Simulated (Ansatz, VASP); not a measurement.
## AgRh: VASP and Ansatz over several settings

```
CELL_PARAMETERS angstrom
2.77759 0.00000 0.00000
-1.38879 2.40546 0.00000
0.00000 0.00000 4.80860
ATOMIC_POSITIONS crystal
Ag 0.00000 0.00000 0.50000
Rh 0.66667 0.33333 0.00000
```

Single points on this cell with VASP 6.6.1 and Ansatz 0.2.0. Each row is one pair of runs. Alike in all rows: spin: off; smearing: fermi-dirac, width 0.05 eV.

```tsv
level	k mesh	VASP's potentials, cutoff	Ansatz's potentials, cutoff	gap on the k mesh at the Fermi level (eV), VASP	gap on the k mesh at the Fermi level (eV), Ansatz	pressure (GPa), VASP	pressure (GPa), Ansatz
r2SCAN0	6 × 6 × 3	VASP PAW PBE potentials, release 64 (Ag, Rh_pv), 520 eV	Ansatz PAW, 500 eV	none	none	-8.7	-9.1
PBEsol-based global hybrid	6 × 6 × 3	VASP PAW PBE potentials, release 64 (Ag, Rh_pv), 520 eV	Ansatz PAW, 420 eV	none	none	-12.6	-12.6
LDA	11 × 11 × 6	VASP PAW LDA potentials, release 64 (Ag, Rh_pv), 520 eV	Ansatz PAW, 420 eV	none	none	-15.3	-15.6
r2SCAN	11 × 11 × 6	VASP PAW PBE potentials, release 64 (Ag, Rh_pv), 520 eV	Ansatz PAW, 500 eV	none	none	-6.1	-6.6
```

Pressure (GPa): the two programs differ by at most 0.47.

VASP's potentials hold 26 valence electrons a cell and Ansatz's 36, so a difference there can come from the potentials and not from the codes.

A gap of «none» marks a metal or a gap that the smearing closes.

The k mesh is coarse in some rows, so the values compare programs but aren't converged.
